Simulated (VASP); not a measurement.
Set up this calculation in VASP 6.6.1, as the native input.

```
Task                               : single point
Functional                         : HSE06
Potentials or basis                : VASP PAW PBE potentials, release 64 (Al, N)
Cutoff                             : 520 eV
k mesh                             : 6 × 6 × 4
Occupations                        : gaussian, width 0.03 eV
Spin                               : no spin polarisation
Dipole correction                  : no
Grid for exact exchange (PRECFOCK) : Normal
Further INCAR settings             : ALGO = Normal; EDIFF = 1e-06; NBANDS = 16
Share of exact exchange            : 0.25
Screening parameter                : 0.2079 1/Å
```

The system is AlN.

```
CELL_PARAMETERS angstrom
3.12967 0.00000 0.00000
-1.56483 2.71037 0.00000
0.00000 0.00000 4.98100
ATOMIC_POSITIONS crystal
Al 0.33333 0.66667 0.99954
Al 0.66667 0.33333 0.49954
N 0.33333 0.66667 0.38246
N 0.66667 0.33333 0.88246
```

These files were run (other wordings do the same):

POSCAR

```
AlN
1.0
    3.1296659992      0.0000000000      0.0000000000
   -1.5648329996      2.7103702607      0.0000000000
    0.0000000000      0.0000000000      4.9810000000
Al N
2 2
Direct
    0.3333333333      0.6666666667     -0.0004637159
    0.6666666667      0.3333333333      0.4995362841
    0.3333333333      0.6666666667      0.3824637159
    0.6666666667      0.3333333333      0.8824637159
```

INCAR.step1

```
SYSTEM = AlN
PREC = Accurate ; ENCUT = 520
EDIFF = 1E-5 ; ISMEAR = 0
SIGMA = 0.03 ; LREAL = .FALSE.
LASPH = .TRUE. ; NELM = 60
ALGO = Normal ; ISIF = 2
LWAVE = .TRUE. ; LCHARG = .FALSE.
GGA = PE ; NBANDS = 16
```

INCAR.step2

```
SYSTEM = AlN
PREC = Accurate ; ENCUT = 520
EDIFF = 1E-6 ; ISMEAR = 0
SIGMA = 0.03 ; LREAL = .FALSE.
LASPH = .TRUE. ; NELM = 60
ALGO = Normal ; ISIF = 2
LWAVE = .FALSE. ; LCHARG = .FALSE.
GGA = PE ; LHFCALC = .TRUE.
HFSCREEN = 0.2079 ; PRECFOCK = Normal
ISTART = 1 ; NBANDS = 16
```

KPOINTS

```
Automatic mesh
0
G
  6 6 4
  0 0 0
```

Potentials or basis: VASP PAW PBE potentials, release 64 (Al, N).

Command:

```sh
$ cat potpaw_PBE.64/Al/POTCAR potpaw_PBE.64/N/POTCAR > POTCAR
$ cp INCAR.step1 INCAR
$ mpirun -np 1 vasp_std > vasp.out
$ cp INCAR.step2 INCAR
$ mpirun -np 1 vasp_std > vasp.out
```

Results of the run:

The pressure is -4.0 GPa, the largest force is 0.007 eV/Å and the band gap on the k mesh is 5.41 eV.

Caveat: the cell stands under tension; the PAW data sets were made with another functional, which shifts forces and pressure a little.

Wall time 27 min on 1 thread of Intel(R) Xeon(R) Platinum 8259CL CPU @ 2.50GHz (Skylake/Cascade Lake), on a shared host, peak memory 0.26 GiB.
